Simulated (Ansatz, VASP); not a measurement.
# LiCl: VASP beside Ansatz

```
Li Cl
1.0
     0.00000    2.60485    2.60485
     2.60485    0.00000    2.60485
     2.60485    2.60485    0.00000
Li Cl
1 1
Direct
  0.00000 0.00000 0.00000
  0.50000 0.50000 0.50000
```

Change from the starting cell: hydrostatic strain +1.9%.

Alike in both runs: task single point; functional HSE06; k mesh 6 × 6 × 6; no spin polarisation.

```csv
,VASP,Ansatz
version,VASP 6.6.1,Ansatz 0.2.0
potentials or method,"VASP PAW PBE potentials, release 64 (Li_sv, Cl)","plane waves, PAW"
plane-wave cutoff (eV),520,420
occupations,"gaussian, width 0.01 eV",fixed
valence electrons in the cell,10,10
```

|  | VASP | Ansatz | Ansatz less VASP |
| --- | --- | --- | --- |
| gap on the k mesh at the Fermi level (eV) | 7.46 | 7.45 | -0.006 |

Ansatz's warnings: stress exchange threshold loose, stress scf threshold loose.

Noted on VASP's run: the cutoff is short for stress, so the pressure is rough.
